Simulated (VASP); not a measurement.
# Si (Fd-3m) in VASP: further runs

Si is run at these levels: PBE; tasks: single point.

Everything below comes from runs of VASP 6.6.1. Logs are shortened: lines on timing, memory, paths and dates and some standing lists are left out, and cuts for length are marked.

### Step 1. The cell of the first run

The structure is cubic, space group Fd-3m (No. 227). The conventional cell has a = 5.470 Å, b = 5.470 Å, c = 5.470 Å, α = 90.00°, β = 90.00°, γ = 90.00°. Si (site symmetry -43m) has 4 Si at 2.37 Å within 3.1 Å.

### Step 2. Single point, PBE

INCAR

```
SYSTEM = Si
PREC = Accurate
ENCUT = 520
EDIFF = 1E-6
ISMEAR = 0
SIGMA = 0.02
LREAL = .FALSE.
LASPH = .TRUE.
NELM = 80
ALGO = Normal
ISIF = 2
LWAVE = .FALSE.
LCHARG = .FALSE.
GGA = PE
NBANDS = 11
```

KPOINTS

```
Automatic mesh
0
G
  8 8 8
  0 0 0
```

POSCAR

```
Si
1.0
    0.0000000000      2.7350468820      2.7350468820
    2.7350468820      0.0000000000      2.7350468820
    2.7350468820      2.7350468820      0.0000000000
Si
2
Direct
    0.7500000000      0.7500000000      0.7500000000
    0.5000000000      0.5000000000      0.5000000000
```

Potentials or basis: VASP PAW PBE potentials, release 64 (Si).

On the command line:

```console
$ cat potpaw_PBE.64/Si/POTCAR > POTCAR
$ mpirun -np 1 vasp_std > vasp.out
```

OUTCAR:

```text
SYSTEM = Si
   PREC = Accurate
   ENCUT = 520
   EDIFF = 1E-6
   ISMEAR = 0
   LREAL = .FALSE.
   LASPH = .TRUE.
   NELM = 80
   ISIF = 2
   GGA = PE

 ion  position               nearest neighbor table
   1  0.750  0.750  0.750-   2 2.37   2 2.37   2 2.37   2 2.37
   2  0.500  0.500  0.500-   1 2.37   1 2.37   1 2.37   1 2.37

  LATTYP: Found a face centered cubic cell.
 ALAT       =     5.4700937640

  Lattice vectors:

 A1 = (   0.0000000000,   2.7350468820,   2.7350468820)
 A2 = (   2.7350468820,   0.0000000000,   2.7350468820)
 A3 = (   2.7350468820,   2.7350468820,   0.0000000000)

Analysis of symmetry for initial positions (statically):
=====================================================================
 Subroutine PRICEL returns:
 Original cell was already a primitive cell.

 Routine SETGRP: Setting up the symmetry group for a
 face centered cubic supercell.

 Subroutine GETGRP returns: Found 48 space group operations
 (whereof 24 operations were pure point group operations)
 out of a pool of 48 trial point group operations.

The static configuration has the point symmetry T_d .
 The point group associated with its full space group is O_h .

Analysis of symmetry for dynamics (positions and initial velocities):
=====================================================================
 Subroutine PRICEL returns:
 Original cell was already a primitive cell.

 Routine SETGRP: Setting up the symmetry group for a
 face centered cubic supercell.

 Subroutine GETGRP returns: Found 48 space group operations
 (whereof 24 operations were pure point group operations)
 out of a pool of 48 trial point group operations.

The dynamic configuration has the point symmetry T_d .
 The point group associated with its full space group is O_h .

 Subroutine INISYM returns: Found 48 space group operations
 (whereof 24 operations are pure point group operations),
 and found     1 'primitive' translations

----------------------------------------------------------------------------------------

                                     Primitive cell

  volume of cell :      40.9189

  direct lattice vectors                    reciprocal lattice vectors
     0.000000000  2.735046882  2.735046882    -0.182812223  0.182812223  0.182812223
     2.735046882  0.000000000  2.735046882     0.182812223 -0.182812223  0.182812223
     2.735046882  2.735046882  0.000000000     0.182812223  0.182812223 -0.182812223

  length of vectors
     3.867940394  3.867940394  3.867940394     0.316640058  0.316640058  0.316640058

  position of ions in fractional coordinates (direct lattice)
     0.750000000  0.750000000  0.750000000
[... 83 lines left out ...]
   NFREE  =      0    steps in history (QN), initial steepest desc. (CG)
   ISIF   =      2    stress and relaxation
   ISYM   =      2    0-nonsym 1-usesym 2-fastsym
   POTIM  = 0.5000    time-step for ionic-motion
   TEBEG  =    0.0;   TEEND  =   0.0 temperature during run
   PSTRESS=    0.0 pullay stress
   NELECT =       8.0000    total number of electrons
   NUPDOWN=      -1.0000    fix difference up-down
   EMIN   =  10.00;   EMAX   =-10.00  energy-range for DOS
   EFERMI =   0.00;   METHOD = LEGACY
   ISMEAR =     0;   SIGMA  =   0.02  broadening in eV -4-tet -1-fermi 0-gaus
   EFERMI_NEDOS =   21; number of points for ismear=-14 and -15
   IALGO  =     38    algorithm
   IMIX   =      4    mixing-type and parameters
     AMIX     =   0.40;   BMIX     =  1.00
     AMIX_MAG =   1.60;   BMIX_MAG =  1.00
  volume/ion in A,a.u.               =      20.46       138.07
  Fermi-wavevector in a.u.,A,eV,Ry     =   0.950160  1.795542 12.283393  0.902804
  Thomas-Fermi vector in A             =   2.078511
   LORBIT       =      0    0 simple, 1 ext, 2 COOP (PROOUT), +10 PAW based schemes
   GGA     = PE    functional components
   LHFCALC =     F    Hartree Fock is set to
   AEXX    =    0.0000 exact exchange contribution
   IVDW    =     0    specifies the selected vdW correction
   LEPSILON=     F    determine dielectric tensor
   LRPA    =     F    only Hartree local field effects (RPA)
 non-spin polarized calculation
 Gauss-broadening in eV      SIGMA  =   0.02
  energy-cutoff  :      520.00
  volume of cell :       40.92
 maximum number of plane-waves:      1124
 NGX is ok and might be reduce to    30
   NGX = 15   NGY = 15   NGZ = 15

 number of electron       8.0000001 magnetization

 Free energy of the ion-electron system (eV)
  ---------------------------------------------------
  ext. energy  EPLUGINS =         0.00000000
  ---------------------------------------------------
  free energy    TOTEN  =       -10.84608134 eV

  energy without entropy =      -10.84608134  energy(sigma->0) =      -10.84608134

 E-fermi :   5.7099     XC(G=0):  -9.3237

 val. band max:        5.6099048747   @ k =   0.0000   0.0000   0.0000
 cond. band min:       6.2610804451   @ k =   0.3750   0.3750   0.0000
 fundamental gap:      0.6511755705
 Fermi energy:         5.7099136299

 k-point     1 :       0.0000    0.0000    0.0000
  band No.  band energies     occupation
      1      -6.1999      2.00000
      2       5.6099      2.00000
      3       5.6099      2.00000
      4       5.6099      2.00000
      5       8.1661      0.00000
      6       8.1661      0.00000
      7       8.1661      0.00000
      8       8.7353      0.00000
      9      13.3181      0.00000
     10      13.3181      0.00000
     11      13.4841      0.00000
[... 309 lines left out ...]
 k-point    24 :      -0.3750    0.2500    0.1250
  band No.  band energies     occupation
      1      -3.3935      2.00000
      2      -1.0949      2.00000
      3       2.2244      2.00000
      4       3.5008      2.00000
      5       8.6320      0.00000
      6       8.7564      0.00000
      7      11.4545      0.00000
      8      12.6743      0.00000
      9      12.9140      0.00000
     10      16.1152      0.00000
     11      17.1583      0.00000

 [... further k-points ...]
[... 5 lines left out ...]
  --------------------------------------------------------------------------------------
  -------------------------------------------------------------------------------------
  Total       -0.0163182     -0.0163182     -0.0163182      0.0000000      0.0000000      0.0000000
  in kB       -0.6389365     -0.6389365     -0.6389365      0.0000000      0.0000000      0.0000000
  external PRESSURE =      -0.6389365 kB  Pullay stress =       0.0000000 kB

 VOLUME and BASIS-vectors are now :
 -----------------------------------------------------------------------------
  energy-cutoff  :      520.00
  volume of cell :       40.92
      direct lattice vectors                 reciprocal lattice vectors
     0.000000000  2.735046882  2.735046882    -0.182812223  0.182812223  0.182812223
     2.735046882  0.000000000  2.735046882     0.182812223 -0.182812223  0.182812223
     2.735046882  2.735046882  0.000000000     0.182812223  0.182812223 -0.182812223

 POSITION                                       TOTAL-FORCE (eV/Angst)
 -----------------------------------------------------------------------------------
      4.10257      4.10257      4.10257         0.000000     -0.000000      0.000000
      2.73505      2.73505      2.73505        -0.000000      0.000000     -0.000000
 -----------------------------------------------------------------------------------
    total drift:                                0.000000     -0.000000     -0.000000

  FREE ENERGIE OF THE ION-ELECTRON SYSTEM (eV)
  ---------------------------------------------------
  free  energy   TOTEN  =       -10.8460813372 eV

  energy  without entropy=      -10.8460813372  energy(sigma->0) =      -10.84608134
```

Run time: 6.3 s. Hardware: 1 thread of AMD EPYC 9R45 (Zen 5), shared host; peak memory 0.13 GiB.

What came out:

- Free energy: -10.8461 eV
- Pressure: -0.1 GPa
- Band gap on the k mesh: 0.65 eV, indirect (least direct gap 2.56 eV)

Levels at points of the mesh, in eV from the valence-band top:
```tsv
k point	band 1	band 2	band 3	band 4	band 5	band 6	band 7	band 8	band 9
(0.00, 0.00, 0.00)	-11.81	0.00	0.00	0.00	2.56	2.56	2.56	3.13	7.71
(0.50, 0.00, 0.00)	-9.53	-6.87	-1.18	-1.18	1.46	3.35	3.35	7.70	10.49
(0.50, 0.50, 0.00)	-7.74	-7.74	-2.79	-2.79	0.75	0.75	9.93	9.93	10.90
```

A k mesh can miss the band edges. As with any semilocal functional, this PBE gap is likely too small.

### Step 3. Single point, PBE

INCAR

```
PREC = Accurate ; ENCUT = 520
EDIFF = 1E-6 ; ISMEAR = 0
SIGMA = 0.01 ; LREAL = False
LASPH = True ; NELM = 60
ALGO = Normal ; ISIF = 2
LWAVE = False ; LCHARG = False
GGA = PE ; NBANDS = 11
```

KPOINTS

```
Automatic mesh
0
Gamma
  8 8 8
```

POSCAR is that of step 2.

Potentials or basis: VASP PAW PBE potentials, release 64 (Si).

On the command line:

```console
$ cat potpaw_PBE.64/Si/POTCAR > POTCAR
$ mpirun -np 1 vasp_std > vasp.out
```

OUTCAR:

```text
PREC = Accurate
   ENCUT = 520
   EDIFF = 1E-6
   ISMEAR = 0
   LREAL = False
   LASPH = True
   NELM = 60
   ISIF = 2
   GGA = PE

 ion  position               nearest neighbor table
   1  0.750  0.750  0.750-   2 2.37   2 2.37   2 2.37   2 2.37
   2  0.500  0.500  0.500-   1 2.37   1 2.37   1 2.37   1 2.37

  LATTYP: Found a face centered cubic cell.
 ALAT       =     5.4700937640

  Lattice vectors:

 A1 = (   0.0000000000,   2.7350468820,   2.7350468820)
 A2 = (   2.7350468820,   0.0000000000,   2.7350468820)
 A3 = (   2.7350468820,   2.7350468820,   0.0000000000)

Analysis of symmetry for initial positions (statically):
=====================================================================
 Subroutine PRICEL returns:
 Original cell was already a primitive cell.

 Routine SETGRP: Setting up the symmetry group for a
 face centered cubic supercell.

 Subroutine GETGRP returns: Found 48 space group operations
 (whereof 24 operations were pure point group operations)
 out of a pool of 48 trial point group operations.

The static configuration has the point symmetry T_d .
 The point group associated with its full space group is O_h .

Analysis of symmetry for dynamics (positions and initial velocities):
=====================================================================
 Subroutine PRICEL returns:
 Original cell was already a primitive cell.

 Routine SETGRP: Setting up the symmetry group for a
 face centered cubic supercell.

 Subroutine GETGRP returns: Found 48 space group operations
 (whereof 24 operations were pure point group operations)
 out of a pool of 48 trial point group operations.

The dynamic configuration has the point symmetry T_d .
 The point group associated with its full space group is O_h .

 Subroutine INISYM returns: Found 48 space group operations
 (whereof 24 operations are pure point group operations),
 and found     1 'primitive' translations

----------------------------------------------------------------------------------------
[... 116 lines left out ...]
  Thomas-Fermi vector in A             =   2.078511
   LORBIT       =      0    0 simple, 1 ext, 2 COOP (PROOUT), +10 PAW based schemes
   GGA     = PE    functional components
   LHFCALC =     F    Hartree Fock is set to
   AEXX    =    0.0000 exact exchange contribution
   IVDW    =     0    specifies the selected vdW correction
   LEPSILON=     F    determine dielectric tensor
   LRPA    =     F    only Hartree local field effects (RPA)
 non-spin polarized calculation
 Gauss-broadening in eV      SIGMA  =   0.01
  energy-cutoff  :      520.00
  volume of cell :       40.92
 maximum number of plane-waves:      1124
 NGX is ok and might be reduce to    30
   NGX = 15   NGY = 15   NGZ = 15

 number of electron       8.0000001 magnetization

 Free energy of the ion-electron system (eV)
  ---------------------------------------------------
  ext. energy  EPLUGINS =         0.00000000
  ---------------------------------------------------
  free energy    TOTEN  =       -10.84608134 eV

  energy without entropy =      -10.84608134  energy(sigma->0) =      -10.84608134

 E-fermi :   5.7220     XC(G=0):  -9.3237

 val. band max:        5.6099048747   @ k =   0.0000   0.0000   0.0000
 cond. band min:       6.2610804452   @ k =   0.3750   0.3750   0.0000
 fundamental gap:      0.6511755705
 Fermi energy:         5.7219692276

 k-point     1 :       0.0000    0.0000    0.0000
  band No.  band energies     occupation
      1      -6.1999      2.00000
      2       5.6099      2.00000
      3       5.6099      2.00000
      4       5.6099      2.00000
      5       8.1661      0.00000
      6       8.1661      0.00000
      7       8.1661      0.00000
      8       8.7353      0.00000
      9      13.3181      0.00000
     10      13.3181      0.00000
     11      13.4841      0.00000
[... 309 lines left out ...]
 k-point    24 :      -0.3750    0.2500    0.1250
  band No.  band energies     occupation
      1      -3.3935      2.00000
      2      -1.0949      2.00000
      3       2.2244      2.00000
      4       3.5008      2.00000
      5       8.6320      0.00000
      6       8.7564      0.00000
      7      11.4545      0.00000
      8      12.6743      0.00000
      9      12.9140      0.00000
     10      16.1152      0.00000
     11      17.1583      0.00000

 [... further k-points ...]
[... 5 lines left out ...]
  --------------------------------------------------------------------------------------
  -------------------------------------------------------------------------------------
  Total       -0.0163182     -0.0163182     -0.0163182      0.0000000     -0.0000000     -0.0000000
  in kB       -0.6389365     -0.6389365     -0.6389365      0.0000000     -0.0000000     -0.0000000
  external PRESSURE =      -0.6389365 kB  Pullay stress =       0.0000000 kB

 VOLUME and BASIS-vectors are now :
 -----------------------------------------------------------------------------
  energy-cutoff  :      520.00
  volume of cell :       40.92
      direct lattice vectors                 reciprocal lattice vectors
     0.000000000  2.735046882  2.735046882    -0.182812223  0.182812223  0.182812223
     2.735046882  0.000000000  2.735046882     0.182812223 -0.182812223  0.182812223
     2.735046882  2.735046882  0.000000000     0.182812223  0.182812223 -0.182812223

 POSITION                                       TOTAL-FORCE (eV/Angst)
 -----------------------------------------------------------------------------------
      4.10257      4.10257      4.10257         0.000000      0.000000      0.000000
      2.73505      2.73505      2.73505        -0.000000     -0.000000     -0.000000
 -----------------------------------------------------------------------------------
    total drift:                                0.000000     -0.000000     -0.000000

  FREE ENERGIE OF THE ION-ELECTRON SYSTEM (eV)
  ---------------------------------------------------
  free  energy   TOTEN  =       -10.8460813372 eV

  energy  without entropy=      -10.8460813372  energy(sigma->0) =      -10.84608134
```

OSZICAR:

```text
N       E                     dE             d eps       ncg     rms          rms(c)
DAV:   1     0.803337364334E+01    0.80334E+01   -0.32705E+03   646   0.585E+02
DAV:   2    -0.104768189207E+02   -0.18510E+02   -0.17812E+02   860   0.855E+01
DAV:   3    -0.110100494362E+02   -0.53323E+00   -0.53202E+00   818   0.130E+01
DAV:   4    -0.110144607211E+02   -0.44113E-02   -0.44106E-02   757   0.153E+00
DAV:   5    -0.110145057960E+02   -0.45075E-04   -0.45075E-04   793   0.142E-01    0.475E+00
DAV:   6    -0.108984148983E+02    0.11609E+00   -0.65097E-02   710   0.105E+00    0.289E+00
DAV:   7    -0.108445525773E+02    0.53862E-01   -0.12765E-01   722   0.158E+00    0.167E-01
DAV:   8    -0.108458430815E+02   -0.12905E-02   -0.57328E-03   722   0.406E-01    0.794E-02
DAV:   9    -0.108460561830E+02   -0.21310E-03   -0.20651E-04   791   0.870E-02    0.580E-02
DAV:  10    -0.108460806859E+02   -0.24503E-04   -0.21114E-05   742   0.266E-02    0.521E-03
DAV:  11    -0.108460813372E+02   -0.65136E-06   -0.20231E-06   778   0.736E-03
   1 F= -.10846081E+02 E0= -.10846081E+02  d E =-.952254E-59
```

Wall time 6.3 s (1 thread of AMD EPYC 9R45 (Zen 5), shared host); peak memory 0.13 GiB.

What came out:

| Property | Result |
| --- | --- |
| Free energy | -10.8461 eV |
| Pressure | -0.1 GPa |
| Band gap on the k mesh | 0.65 eV, indirect (least direct gap 2.56 eV) |
